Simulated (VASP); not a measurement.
## Si3Bi2TeSe2: single point with PBE

The system is Si3Bi2TeSe2.

```
Si Bi Te Se
1.0
    -2.94409    2.94409    5.69952
     2.94409   -2.94409    5.69952
     2.94409    2.94409   -5.69952
Si Bi Te Se
3 2 1 2
Direct
  0.23154 0.23154 0.00000
  0.76846 0.76846 0.00000
  0.00000 0.00000 0.00000
  0.25000 0.75000 0.50000
  0.75000 0.25000 0.50000
  0.50000 0.50000 0.00000
  0.00000 0.50000 0.50000
  0.50000 0.00000 0.50000
```

```yaml
Program: VASP 6.6.1
Task: single point
Functional: PBE
Potentials_or_basis: VASP PAW PBE potentials, release 64 (Si, Bi_d, Te, Se)
Cutoff: 500 eV
k_mesh: 3 × 3 × 3
Occupations: gaussian, width 0.15 eV
Spin: no spin polarisation
```

```
Pressure               : 0.1 GPa
Largest force          : 0.014 eV/Å
Band gap on the k mesh : zero (band 30 reaches 7.16 eV, above the bottom of band 31 at 6.48 eV)
```

Forces on the atoms (eV/Å):
```
Si   0.000  0.000 -0.014
Si   0.000  0.000  0.014
Si   0.000  0.000  0.000
Bi   0.000  0.000  0.000
Bi   0.000  0.000  0.000
Te   0.000  0.000  0.000
Se   0.000  0.000  0.000
Se   0.000  0.000  0.000
```

Stress tensor (GPa, compression positive):
```
-0.05  0.00  0.00
 0.00 -0.05  0.00
 0.00  0.00  0.42
```

Levels at points of the mesh, in eV from the Fermi level:
```
           k point  band 27  band 28  band 29  band 30  band 31  band 32  band 33  band 34
(0.00, 0.00, 0.00)    -1.40    -1.23    -1.23     0.61     0.63     1.56     2.39     2.63
```

Run time: 2.3 min on 1 thread of Intel Xeon 6975P-C (shared host), peak memory 0.41 GiB.

Caveat: the k points lie up to 0.50 Å⁻¹ apart; spin-orbit coupling is left out, which moves the levels of the heavy elements.
